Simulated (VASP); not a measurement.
Wanted: the native input for a VASP 6.6.1 run.

| Property | Result |
| --- | --- |
| Task | single point |
| Functional | revPBE |
| Dispersion | D3(BJ) |
| Potentials or basis | VASP PAW PBE potentials, release 64 (W_sv) |
| Cutoff | 520 eV |
| k mesh | 12 × 12 × 12 |
| Occupations | fermi-dirac, width 0.05 eV |
| Spin | no spin polarisation |
| Dipole correction | no |
| Further INCAR settings | ALGO = Normal; EDIFF = 1e-06; NBANDS = 13 |

The structure of W lies in POSCAR:

```
W
1.0
   -1.5928244114      1.5928244114      1.5928244114
    1.5928244114     -1.5928244114      1.5928244114
    1.5928244114      1.5928244114     -1.5928244114
W
1
Direct
    0.0000000000      0.0000000000      0.0000000000
```

One way to write it, as run:

INCAR

```
SYSTEM = W
ALGO     = Normal         ! electronic algorithm
EDIFF    = 1E-6           ! SCF threshold, eV
ENCUT    = 520            ! plane-wave cutoff, eV
GGA      = RE             ! functional
ISIF     = 2              ! what is computed and relaxed
ISMEAR   = -1             ! smearing method
IVDW     = 12             ! dispersion correction
LASPH    = .True.         ! aspherical terms in the spheres
LCHARG   = .False.        ! write CHGCAR
LREAL    = .False.        ! projectors in reciprocal space
LWAVE    = .False.        ! write WAVECAR
NBANDS   = 13             ! bands
NELM     = 60             ! most SCF steps
PREC     = Accurate       ! precision mode
SIGMA    = 0.05           ! smearing width, eV
```

KPOINTS

```
k-points
0
Gamma
  12 12 12
  0 0 0
```

Potentials or basis: VASP PAW PBE potentials, release 64 (W_sv).

Command:

```bash
$ cat potpaw_PBE.64/W_sv/POTCAR > POTCAR
$ mpirun -np 1 vasp_std > vasp.out
```

Results of the run:

* Pressure: -9.7 GPa
* Band gap on the k mesh: zero (band 7 reaches 16.24 eV, above the bottom of band 8 at 10.03 eV)
* Dispersion energy per atom: -1.225 eV

Caveat: the PAW data sets were made with another functional, which shifts forces and pressure a little; spin-orbit coupling is left out, which moves the levels of the heavy elements; pairwise dispersion overbinds metals, which lowers pressure and volume.

Wall time 16 s on 1 thread of Intel(R) Xeon(R) Platinum 8259CL CPU @ 2.50GHz (Skylake/Cascade Lake), with other jobs on the host, peak memory 0.16 GiB.
